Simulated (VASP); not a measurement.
Write the native input for VASP 6.6.1 that does the following.

```yaml
Task: single point
Functional: PBE
Potentials_or_basis: VASP PAW PBE potentials, release 64 (Ba_sv, N)
Cutoff: 520 eV
k_mesh: 4 × 4 × 4
Occupations: gaussian, width 0.1 eV
Spin: collinear spin, ferromagnetic start
Starting_moments: "[0.0, 0.0, 1.0, 1.0] μB"
Dipole_correction: no
Further_INCAR_settings: ALGO = Normal; EDIFF = 1e-06; NBANDS = 27
```

The structure of BaN lies in POSCAR:

```
BaN
1.0
    0.0000000000      3.6406980700      3.6406980700
    3.6406980700      0.0000000000      3.6406980700
    3.6406980700      3.6406980700      0.0000000000
Ba N
2 2
Direct
    0.0000000000      0.0000000000      0.0000000000
    0.2500000000      0.2500000000      0.2500000000
    0.7500000000      0.7500000000      0.7500000000
    0.5000000000      0.5000000000      0.5000000000
```

The cell was built from a structure type or drawn by symmetry, and may not be a known phase.

These files were run (other wordings do the same):

INCAR

```
SYSTEM = BaN
  PREC = Accurate
  ENCUT = 520
  EDIFF = 1E-6
  ISMEAR = 0
  SIGMA = 0.1
  LREAL = .FALSE.
  LASPH = .TRUE.
  NELM = 150
  ALGO = Normal
  ISIF = 2
  LWAVE = .FALSE.
  LCHARG = .TRUE.
  ISPIN = 2
  MAGMOM = 0 0 1 1
  LORBIT = 11
  GGA = PE
  LELF = .TRUE.
  LVHAR = .TRUE.
  NBANDS = 27
```

KPOINTS

```
Automatic mesh
0
G
  4 4 4
  0 0 0
```

Potentials or basis: VASP PAW PBE potentials, release 64 (Ba_sv, N).

Run with:

```sh
$ cat potpaw_PBE.64/Ba_sv/POTCAR potpaw_PBE.64/N/POTCAR > POTCAR
$ mpirun -np 1 vasp_std > vasp.out
```

It gave:

```
Pressure                                              : -4.3 GPa
Band gap on the k mesh                                : zero (filled and empty bands overlap)
Net moment                                            : 2.00 μB per cell
Site moments                                          : Ba -0.06; N +0.74 μB
Valence electrons inside the program's atomic spheres : Ba 8.03; N 3.38
```

Caveat: the k points lie up to 0.37 Å⁻¹ apart; spin-orbit coupling is left out, which moves the levels of the heavy elements.

It took 110 s on 1 thread of Intel Xeon 8259CL, with other jobs on the host, peak memory 0.29 GiB.
